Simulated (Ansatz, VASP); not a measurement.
**Zr3SiF2 in VASP and in Ansatz**

```
Zr Si F
1.0
     5.40957    0.00000    0.00000
    -2.70479    4.68483    0.00000
     0.00000    0.00000    4.65722
Zr Si F
3 1 2
Direct
  0.33333 0.66667 0.50000
  0.66667 0.33333 0.50000
  0.00000 0.00000 0.50000
  0.00000 0.00000 0.00000
  0.33333 0.66667 0.00000
  0.66667 0.33333 0.00000
```

Alike in both runs: functional PBE; k mesh 6 × 6 × 4; occupations gaussian, width 0.1 eV; no spin polarisation.

Ansatz relaxed the structure, and its values are those at the end. VASP's run is a single point on that final structure, the one shown.

```csv
,VASP,Ansatz
version,VASP 6.6.1,Ansatz 0.2.0
potentials or method,"VASP PAW PBE potentials, release 64 (Zr_sv, Si, F), cutoff 520 eV","scalar-relativistic, plane waves, PAW"
valence electrons in the cell,54,54
```

|  | VASP | Ansatz | Ansatz less VASP |
| --- | --- | --- | --- |
| gap on the k mesh at the Fermi level (eV) | none | none | - |
| pressure (GPa) | 0.0 | 0.0 | +0.06 |

A gap of «none» marks a metal or a gap that the smearing closes. The functional is the same, so the differences come from potentials, cutoffs and numerics.
